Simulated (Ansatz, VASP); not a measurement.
**PbS in VASP and in Ansatz**

```
Pb S
1.0
     0.00000    3.02722    3.02722
     3.02722    0.00000    3.02722
     3.02722    3.02722    0.00000
Pb S
1 1
Direct
  0.00000 0.00000 0.00000
  0.50000 0.50000 0.50000
```

Alike in both runs: functional r2SCAN; k mesh 8 × 8 × 8; occupations fermi-dirac, width 0.02 eV; no spin polarisation.

Ansatz relaxed the structure, and its values are those at the end. VASP's run is a single point on that final structure, the one shown.

|  | VASP | Ansatz |
| --- | --- | --- |
| version | VASP 6.6.1 | Ansatz 0.2.0 |
| potentials or method | VASP PAW PBE potentials, release 64 (Pb_d, S), cutoff 520 eV | PAW plane waves |
| valence electrons in the cell | 20 | 20 |

|  | VASP | Ansatz | Ansatz less VASP |
| --- | --- | --- | --- |
| gap on the k mesh at the Fermi level (eV) | 0.84 | 0.84 | 0.000 |
| pressure (GPa) | -2.1 | -2.1 | +0.04 |

VASP's potentials were made for PBE, not for r2SCAN. With one functional, cell and mesh, what is left measures potentials, basis and numerics. Ansatz's warnings: stress scf threshold loose.

Spin-orbit coupling is off throughout.
